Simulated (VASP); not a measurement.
Input of a VASP 6.6.1 run:

File INCAR:

```
SYSTEM = ZnSe
PREC     = Accurate       ! precision mode
ENCUT    = 520            ! plane-wave cutoff, eV
EDIFF    = 1E-7           ! SCF threshold, eV
ISMEAR   = 0              ! smearing method
SIGMA    = 0.01           ! smearing width, eV
LREAL    = .FALSE.        ! projectors in reciprocal space
LASPH    = .TRUE.         ! aspherical terms in the spheres
NELM     = 80             ! most SCF steps
ALGO     = Normal         ! electronic algorithm
ISIF     = 2              ! what is computed and relaxed
LWAVE    = .FALSE.        ! write WAVECAR
LCHARG   = .TRUE.         ! write CHGCAR
GGA      = PE             ! functional
LELF     = .TRUE.         ! ELF
LVHAR    = .TRUE.       
NBANDS   = 16             ! bands
```

KPOINTS

```
regular mesh
0
G
  8 8 8
  0 0 0
```

The input POSCAR:

```
ZnSe
1.0
    0.0000000000      2.8324206815      2.8324206815
    2.8324206815      0.0000000000      2.8324206815
    2.8324206815      2.8324206815      0.0000000000
Zn Se
1 1
Direct
    0.0000000000      0.0000000000      0.0000000000
    0.2500000000      0.2500000000      0.2500000000
```

Potentials or basis: VASP PAW PBE potentials, release 64 (Zn, Se).

Run with:

```bash
$ cat potpaw_PBE.64/Zn/POTCAR potpaw_PBE.64/Se/POTCAR > POTCAR
$ mpirun -np 1 vasp_std > vasp.out
```

What does it give for the pressure?

2.4 GPa.

Estimate the band gap on the k mesh.

1.30 eV, direct.

Expect the measured gap to be larger: semilocal functionals such as PBE lack the derivative discontinuity.
